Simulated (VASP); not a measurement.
# Al2Pt: single point with PBE

The system is Al2Pt.

```xyz
3
Lattice="0.0000 2.9550 2.9550 2.9550 0.0000 2.9550 2.9550 2.9550 0.0000" Properties=species:S:1:pos:R:3 pbc="T T T"
Al    1.4775    1.4775    1.4775
Al    4.4325    4.4325    4.4325
Pt    0.0000    0.0000    0.0000
```

* Program: VASP 6.6.1
* Task: single point
* Functional: PBE
* Potentials or basis: VASP PAW PBE potentials, release 64 (Al, Pt)
* Cutoff: 520 eV
* k mesh: 12 × 12 × 12
* Occupations: fermi-dirac, width 0.08 eV
* Spin: no spin polarisation

```json
{
  "Pressure": "2.3 GPa",
  "Band gap on the k mesh": "zero (band 8 reaches 11.72 eV, above the bottom of band 9 at 6.30 eV)"
}
```

Levels at points of the mesh, in eV from the Fermi level:
```csv
k point,band 4,band 5,band 6,band 7,band 8,band 9,band 10,band 11,band 12,band 13
"(0.00, 0.00, 0.00)",-5.07,-3.72,-3.72,2.94,3.80,3.80,3.80,5.39,5.39,5.39
"(0.50, 0.00, 0.00)",-4.75,-3.73,-3.50,-3.50,1.00,1.00,3.75,5.13,5.13,5.36
"(0.50, 0.50, 0.00)",-3.80,-3.80,-3.44,-3.22,-1.63,-1.63,3.12,3.36,8.05,10.75
```

Wall time 39 s on 1 thread of Intel Xeon 6975P-C, with other jobs on the host, peak memory 0.21 GiB.

Caveat: spin-orbit coupling is left out, which moves the levels of the heavy elements.
